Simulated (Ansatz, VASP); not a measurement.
# GaP in VASP and in Ansatz

File INCAR:

```
PREC = Accurate
ENCUT = 520
EDIFF = 1E-7
ISMEAR = -1
SIGMA = 0.02
LREAL = F
LASPH = T
NELM = 100
ALGO = Normal
ISIF = 2
LWAVE = F
LCHARG = T
GGA = PE
LELF = T
LVHAR = T
NBANDS = 16
```

KPOINTS

```
regular mesh
0
Gamma
  8 8 8
```

Contents of POSCAR:

```
GaP
1.0
    0.0000000000      2.7253993001      2.8567635464
    2.7253993001      0.0000000000      2.8567635464
    2.7253993001      2.7253993001      0.0000000000
Ga P
1 1
Direct
    0.0000000000      0.0000000000      0.0000000000
    0.2500000000      0.2500000000      0.2500000000
```

Input for Ansatz:

```yaml
crystal:
  lattice:
    - [0.0, 2.7253993001, 2.8567635464]
    - [2.7253993001, 0.0, 2.8567635464]
    - [2.7253993001, 2.7253993001, 0.0]
  atoms:
    - { symbol: Ga, position: [0.0, 0.0, 0.0] }
    - { symbol: P, position: [0.25, 0.25, 0.25] }
kpoints:
  mp_grid: { grid: [8, 8, 8] }
  band_path:
    path:
      - [0.0, 0.0, 0.0]
      - [-0.5, -0.5, 0.0]
      - [-0.375, -0.375, 0.25]
      - [-0.375, 0.0, 0.375]
      - [0.0, 0.0, 0.5]
      - [-0.5, -0.25, 0.25]
      - [-0.45, -0.45, 0.0]
    npoints: 1
hamiltonian:
  xc: pbe
scf:
  occupations: { method: fermi_dirac, width: 0.02 }
  n_extra_bands: 4
output:
  forces: true
  stress: true
  eigenvalues: true
```

Change from the starting cell: uniaxial_z strain +4.8%.

Alike in both runs: task single point; functional PBE; k mesh 8 × 8 × 8; occupations fermi-dirac, width 0.02 eV; no spin polarisation.

|  | VASP | Ansatz |
| --- | --- | --- |
| version | VASP 6.6.1 | Ansatz 0.2.0 |
| potentials or method | VASP PAW PBE potentials, release 64 (Ga_d, P) | plane waves, PAW |
| plane-wave cutoff (eV) | 520 | 420 |
| valence electrons in the cell | 18 | 18 |

```tsv
	VASP	Ansatz	Ansatz less VASP
gap on the k mesh at the Fermi level (eV)	1.33	1.33	+0.003
pressure (GPa)	-1.3	-1.3	0.00
traceless stress, the component that is largest in VASP (GPa)	-2.46	-2.46	+0.001
```
